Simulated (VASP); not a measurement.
A run of VASP 6.6.1 is set up as follows.

File POSCAR.step1:

```
AlFe
1.0
    2.8199416353      0.0000000000      0.0000000000
    0.0000000000      2.8199416353      0.0000000000
    0.0000000000      0.0000000000      2.8199416353
Fe Al
1 1
Direct
    0.5000000000      0.5000000000      0.5000000000
    0.0000000000      0.0000000000      0.0000000000
```

File POSCAR.step2:

```
AlFe
1.0
    2.8505955764      0.0000000000      0.0000000000
    0.0000000000      2.8505955764      0.0000000000
    0.0000000000      0.0000000000      2.8505955764
Fe Al
1 1
Direct
    0.5000000000      0.5000000000      0.5000000000
    0.0000000000      0.0000000000      0.0000000000
```

File POSCAR.step3:

```
AlFe
1.0
    2.8806040508      0.0000000000      0.0000000000
    0.0000000000      2.8806040508      0.0000000000
    0.0000000000      0.0000000000      2.8806040508
Fe Al
1 1
Direct
    0.5000000000      0.5000000000      0.5000000000
    0.0000000000      0.0000000000      0.0000000000
```

Contents of POSCAR.step4:

```
AlFe
1.0
    2.9100000000      0.0000000000      0.0000000000
    0.0000000000      2.9100000000      0.0000000000
    0.0000000000      0.0000000000      2.9100000000
Fe Al
1 1
Direct
    0.5000000000      0.5000000000      0.5000000000
    0.0000000000      0.0000000000      0.0000000000
```

The input POSCAR.step5:

```
AlFe
1.0
    2.9388137551      0.0000000000      0.0000000000
    0.0000000000      2.9388137551      0.0000000000
    0.0000000000      0.0000000000      2.9388137551
Fe Al
1 1
Direct
    0.5000000000      0.5000000000      0.5000000000
    0.0000000000      0.0000000000      0.0000000000
```

POSCAR.step6

```
AlFe
1.0
    2.9670733132      0.0000000000      0.0000000000
    0.0000000000      2.9670733132      0.0000000000
    0.0000000000      0.0000000000      2.9670733132
Fe Al
1 1
Direct
    0.5000000000      0.5000000000      0.5000000000
    0.0000000000      0.0000000000      0.0000000000
```

Contents of POSCAR.step7:

```
AlFe
1.0
    2.9948045777      0.0000000000      0.0000000000
    0.0000000000      2.9948045777      0.0000000000
    0.0000000000      0.0000000000      2.9948045777
Fe Al
1 1
Direct
    0.5000000000      0.5000000000      0.5000000000
    0.0000000000      0.0000000000      0.0000000000
```

Contents of INCAR:

```
SYSTEM = AlFe
GGA = AM ; ISPIN = 2
MAGMOM = 3 0 ; LORBIT = 11
ISMEAR = 1 ; SIGMA = 0.05
LWAVE = .FALSE. ; LCHARG = .FALSE.
ISIF = 2 ; NSW = 0
PREC = Accurate ; LASPH = .TRUE.
LREAL = .FALSE. ; ALGO = Normal
EDIFF = 1E-7 ; NELM = 200
GGA_COMPAT = .FALSE. ; ENCUT = 710
LMAXMIX = 4 ; KPAR = 2
```

Contents of KPOINTS:

```
Automatic mesh
0
Gamma
  18 18 18
  0 0 0
```

Potentials or basis: VASP PAW PBE potentials, release 64 (Fe, Al).

The run is started by

```sh
$ cat potpaw_PBE.64/Fe/POTCAR potpaw_PBE.64/Al/POTCAR > POTCAR
$ cp POSCAR.step1 POSCAR
$ mpirun -np 2 vasp_std > vasp.out
$ cp POSCAR.step2 POSCAR
$ mpirun -np 2 vasp_std > vasp.out
$ cp POSCAR.step3 POSCAR
$ mpirun -np 2 vasp_std > vasp.out
$ cp POSCAR.step4 POSCAR
$ mpirun -np 2 vasp_std > vasp.out
$ cp POSCAR.step5 POSCAR
$ mpirun -np 2 vasp_std > vasp.out
$ cp POSCAR.step6 POSCAR
$ mpirun -np 2 vasp_std > vasp.out
$ cp POSCAR.step7 POSCAR
$ mpirun -np 2 vasp_std > vasp.out
```

(1) What does it give for the equilibrium volume?

(2) Estimate the pressure derivative of the bulk modulus.

(3) Predict the bulk modulus.

## Answers

(1) 11.52 Å³/atom.

(2) 4.5.

(3) 192 GPa.

Caveat: the PAW data sets were made with another functional, which shifts forces and pressure a little.
